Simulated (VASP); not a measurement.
# AlIn3Sb2N2 (P1) in VASP: notebook

Runs on AlIn3Sb2N2. Level: PBE. Tasks: single point.

Program: VASP 6.6.1. These are calculated values, not measurements. Logs are shortened: lines on timing, memory, paths and dates and some standing lists are left out, and cuts for length are marked.

### 1 The cell of the first run

The typed cell holds 8 atoms: a = 3.251 Å, b = 3.301 Å, c = 18.067 Å, α = 90.00°, β = 89.98°, γ = 60.59°.

### 2 Single point, PBE

Contents of INCAR:

```
PREC = Accurate ; ENCUT = 520
EDIFF = 1E-6 ; ISMEAR = 0
SIGMA = 0.2 ; LREAL = False
LASPH = True ; NELM = 100
ALGO = Normal ; ISIF = 2
LWAVE = False ; LCHARG = False
GGA = PE ; NBANDS = 41
```

Contents of KPOINTS:

```
regular mesh
0
Gamma
  8 8 2
```

Contents of POSCAR:

```
AlIn3Sb2N2
1.0
    3.2508405182     -0.0414292631      0.0077406017
    1.6576812960      2.8545477163      0.0187198910
   -0.0381377999     -0.0961471688     18.0665497082
Al In Sb N
1 3 2 2
Direct
    0.6241128389      0.6272362710      0.9761545182
    0.2925440287      0.2898722945      0.1304083758
    0.2937963562      0.2883441867      0.4780570169
    0.2918909657      0.2914096261      0.8211734045
    0.2920505462      0.2906816004      0.3071276353
    0.2915262312      0.2898993463      0.6602519250
    0.2921091216      0.2905501557      0.0052380507
    0.6219699115      0.6320065194      0.8715890734
```

Potentials or basis: VASP PAW PBE potentials, release 64 (Al, In_d, Sb, N).

Started as:

```sh
cat potpaw_PBE.64/Al/POTCAR potpaw_PBE.64/In_d/POTCAR potpaw_PBE.64/Sb/POTCAR potpaw_PBE.64/N/POTCAR > POTCAR
mpirun -np 1 vasp_std > vasp.out
```

OUTCAR:

```text
PREC = Accurate
   ENCUT = 520
   EDIFF = 1E-6
   ISMEAR = 0
   LREAL = False
   LASPH = True
   NELM = 100
   ISIF = 2
   GGA = PE

 ion  position               nearest neighbor table
   1  0.624  0.627  0.976-   8 1.89   7 1.96   7 1.96   7 1.98   2 3.37   2 3.37   2 3.38   4 3.38
                             4 3.38   4 3.39
   2  0.293  0.290  0.130-   7 2.26   5 3.19   1 3.37   1 3.37   1 3.38
   3  0.294  0.288  0.478-   5 3.09   6 3.29
   4  0.292  0.291  0.821-   8 2.10   8 2.10   8 2.11   6 2.91   1 3.38   1 3.38   1 3.39
   5  0.292  0.291  0.307-   3 3.09   2 3.19
   6  0.292  0.290  0.660-   4 2.91   3 3.29
   7  0.292  0.291  0.005-   1 1.96   1 1.96   1 1.98   2 2.26
   8  0.622  0.632  0.872-   1 1.89   4 2.10   4 2.10   4 2.11

  LATTYP: Found a triclinic cell.
 ALAT       =     3.2511137131
 B/A-ratio  =     1.0153489985
 C/A-ratio  =     5.6460503107
 COS(alpha) =     0.0869768797
 COS(beta)  =     0.1767823527
 COS(gamma) =     0.4911249298

  Lattice vectors:

 A1 = (  -3.2508405182,   0.0414292631,  -0.0077406017)
 A2 = (  -1.6576812960,  -2.8545477163,  -0.0187198910)
 A3 = (  -3.2889783181,  -0.0547179057,  18.0588091065)

Analysis of symmetry for initial positions (statically):
=====================================================================
 Subroutine PRICEL returns:
 Original cell was already a primitive cell.

 Routine SETGRP: Setting up the symmetry group for a
 triclinic supercell.

 Subroutine GETGRP returns: Found  1 space group operations
 (whereof  1 operations were pure point group operations)
 out of a pool of  2 trial point group operations.

The static configuration has the point symmetry C_1 .

Analysis of symmetry for dynamics (positions and initial velocities):
=====================================================================
 Subroutine PRICEL returns:
 Original cell was already a primitive cell.

 Routine SETGRP: Setting up the symmetry group for a
 triclinic supercell.

 Subroutine GETGRP returns: Found  1 space group operations
 (whereof  1 operations were pure point group operations)
 out of a pool of  2 trial point group operations.

The dynamic configuration has the point symmetry C_1 .

 Subroutine INISYM returns: Found  1 space group operations
 (whereof  1 operations are pure point group operations),
 and found     1 'primitive' translations

----------------------------------------------------------------------------------------
[... 111 lines left out ...]
   ISIF   =      2    stress and relaxation
   ISYM   =      2    0-nonsym 1-usesym 2-fastsym
   POTIM  = 0.5000    time-step for ionic-motion
   TEBEG  =    0.0;   TEEND  =   0.0 temperature during run
   PSTRESS=    0.0 pullay stress
   NELECT =      62.0000    total number of electrons
   NUPDOWN=      -1.0000    fix difference up-down
   EMIN   =  10.00;   EMAX   =-10.00  energy-range for DOS
   EFERMI =   0.00;   METHOD = LEGACY
   ISMEAR =     0;   SIGMA  =   0.20  broadening in eV -4-tet -1-fermi 0-gaus
   EFERMI_NEDOS =   21; number of points for ismear=-14 and -15
   IALGO  =     38    algorithm
   IMIX   =      4    mixing-type and parameters
     AMIX     =   0.40;   BMIX     =  1.00
     AMIX_MAG =   1.60;   BMIX_MAG =  1.00
  volume/ion in A,a.u.               =      21.11       142.47
  Fermi-wavevector in a.u.,A,eV,Ry     =   1.172188  2.215114 18.694735  1.374024
  Thomas-Fermi vector in A             =   2.308620
   LORBIT       =      0    0 simple, 1 ext, 2 COOP (PROOUT), +10 PAW based schemes
   GGA     = PE    functional components
   LHFCALC =     F    Hartree Fock is set to
   AEXX    =    0.0000 exact exchange contribution
   IVDW    =     0    specifies the selected vdW correction
   LEPSILON=     F    determine dielectric tensor
   LRPA    =     F    only Hartree local field effects (RPA)
 non-spin polarized calculation
 Gauss-broadening in eV      SIGMA  =   0.20
  energy-cutoff  :      520.00
  volume of cell :      168.90
 maximum number of plane-waves:      4593
   NGX = 13   NGY = 13   NGZ = 67

 number of electron      62.0000007 magnetization

 Free energy of the ion-electron system (eV)
  ---------------------------------------------------
  ext. energy  EPLUGINS =         0.00000000
  ---------------------------------------------------
  free energy    TOTEN  =       -37.92591641 eV

  energy without entropy =      -37.86799043  energy(sigma->0) =      -37.89695342

 E-fermi :   6.8097     XC(G=0): -10.0710

 val. band max:        6.8057823507   @ k =   0.2500   0.2500  -0.0000
 cond. band min:       6.8115431145   @ k =  -0.1250   0.3750   0.5000
 fundamental gap:      0.0057607638
 Fermi energy:         6.8096872355

 k-point     1 :       0.0000    0.0000    0.0000
  band No.  band energies     occupation
      1      -8.6868      2.00000
      2      -8.0696      2.00000
      3      -7.7261      2.00000
      4      -7.6337      2.00000
      5      -7.5948      2.00000
      6      -7.4901      2.00000
[... 1045 lines left out ...]
     40      12.1041      0.00000
     41      12.7489      0.00000

 [... further k-points ...]

------------------------ aborting loop because EDIFF is reached ----------------------------------------

  FORCE on cell =-STRESS in cart. coord.  units (eV):
  Direction    XX          YY          ZZ          XY          YZ          ZX
  --------------------------------------------------------------------------------------
  -------------------------------------------------------------------------------------
  Total        0.6450480     -0.7944278      0.2226449      0.0177110     -0.0020017     -0.0104241
  in kB        6.1189657     -7.5359918      2.1120233      0.1680078     -0.0189883     -0.0988840
  external PRESSURE =       0.2316657 kB  Pullay stress =       0.0000000 kB

 VOLUME and BASIS-vectors are now :
 -----------------------------------------------------------------------------
  energy-cutoff  :      520.00
  volume of cell :      168.90
      direct lattice vectors                 reciprocal lattice vectors
     3.250840518 -0.041429263  0.007740602     0.305353646 -0.177321761 -0.000299087
     1.657681296  2.854547716  0.018719891     0.004427166  0.347735071  0.001859934
    -0.038137800 -0.096147169 18.066549708    -0.000135416 -0.000284337  0.055349113

 POSITION                                       TOTAL-FORCE (eV/Angst)
 -----------------------------------------------------------------------------------
      3.03142      1.67076     17.65232        -0.002682      0.003491      0.002992
      1.42656      0.80280      2.36372        -0.000856     -0.002031     -0.014567
      1.41484      0.76496      8.64451        -0.000186      0.000331      0.008093
      1.40064      0.74080     14.84348        -0.000479     -0.001720      0.009874
      1.41955      0.78814      5.55644        -0.000150     -0.000663      0.011523
      1.40309      0.75197     11.93616         0.001322     -0.001062     -0.002755
      1.43104      0.81678      0.10233         0.002170     -0.000648     -0.028819
      3.03635      1.69452     15.76325         0.000861      0.002302      0.013660
 -----------------------------------------------------------------------------------
    total drift:                                0.000039      0.001536     -0.001536

  FREE ENERGIE OF THE ION-ELECTRON SYSTEM (eV)
  ---------------------------------------------------
  free  energy   TOTEN  =       -37.9259164057 eV

  energy  without entropy=      -37.8679904339  energy(sigma->0) =      -37.89695342
```

OSZICAR:

```text
N       E                     dE             d eps       ncg     rms          rms(c)
DAV:   1     0.618950752836E+03    0.61895E+03   -0.27202E+04  5576   0.171E+03
DAV:   2     0.512281127852E+02   -0.56772E+03   -0.54245E+03  5864   0.445E+02
DAV:   3    -0.385319638712E+02   -0.89760E+02   -0.87105E+02  7292   0.182E+02
DAV:   4    -0.444216177230E+02   -0.58897E+01   -0.58387E+01  7142   0.461E+01
[... 12 lines left out ...]
DAV:  17    -0.379259376368E+02   -0.46322E-05   -0.71353E-05  8968   0.505E-02    0.548E-02
DAV:  18    -0.379259525495E+02   -0.14913E-04   -0.26601E-05  7440   0.241E-02    0.759E-02
DAV:  19    -0.379259191430E+02    0.33407E-04   -0.75620E-05  7896   0.478E-02    0.318E-02
DAV:  20    -0.379259168711E+02    0.22719E-05   -0.17154E-05  6936   0.188E-02    0.146E-02
DAV:  21    -0.379259164057E+02    0.46535E-06   -0.17228E-06  5685   0.717E-03
   1 F= -.37925916E+02 E0= -.37896953E+02  d E =-.579260E-01
```

stdout:

```text
POSCAR found type information on POSCAR AlInSbN
 POSCAR found :  4 types and       8 ions
 scaLAPACK will be used
 LDA part: xc-table for (Slater+PW92), standard interpolation
 POSCAR, INCAR and KPOINTS ok, starting setup
 FFT: planning ... GRIDC
 FFT: planning ... GRID_SOFT
 FFT: planning ... GRID
 WAVECAR not read
 entering main loop
```

Run time: 6.3 min. Hardware: 1 thread of Intel Xeon 6975P-C (Granite Rapids), shared host; peak memory 0.57 GiB.

Results:

```
Free energy            : -37.9259 eV
Pressure               : 0.0 GPa
Largest force          : 0.029 eV/Å
Band gap on the k mesh : zero (bands 31 and 32 overlap by 3.96 eV)
```

Forces in eV/Å, atoms in the order of the input:
```
Al  -0.003  0.003  0.003
In  -0.001 -0.002 -0.015
In   0.000  0.000  0.008
In   0.000 -0.002  0.010
Sb   0.000 -0.001  0.012
Sb   0.001 -0.001 -0.003
N    0.002 -0.001 -0.029
N    0.001  0.002  0.014
```

Caveat: spin-orbit coupling is left out, which moves the levels of the heavy elements.

[end of part 1 of 2]
